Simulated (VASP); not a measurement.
Si, 2 atoms in the cell. Symmetry: Fd-3m, No. 227, cubic system. The conventional cell has a = 5.402 Å, b = 5.402 Å, c = 5.402 Å, α = 90.00°, β = 90.00°, γ = 90.00°. Within 3.1 Å of Si (site symmetry -43m) lie 4 Si at 2.34 Å. 

| Property | Result |
| --- | --- |
| Program | VASP 6.6.1 |
| Task | single point |
| Functional | LDA |
| Potentials or basis | VASP PAW LDA potentials, release 64 (Si) |
| Cutoff | 520 eV |
| k mesh | 8 × 8 × 8 |
| Occupations | gaussian, width 0.01 eV |
| Spin | no spin polarisation |
| Dipole correction | no |
| Further INCAR settings | ALGO = Normal; EDIFF = 1e-07; NBANDS = 11 |

Potentials or basis: VASP PAW LDA potentials, release 64 (Si).

Launch:

```sh
$ cat potpaw_LDA.64/Si/POTCAR > POTCAR
$ mpirun -np 1 vasp_std > vasp.out
```

Hardware: 1 thread of Intel Xeon 6975P-C, on a shared host.

**Question.** How long does it take, and how much memory?

**Answer.** It took 8 s on 1 thread of Intel Xeon 6975P-C (shared host), peak memory 0.13 GiB. Counts: scf iterations 12, k points 29.
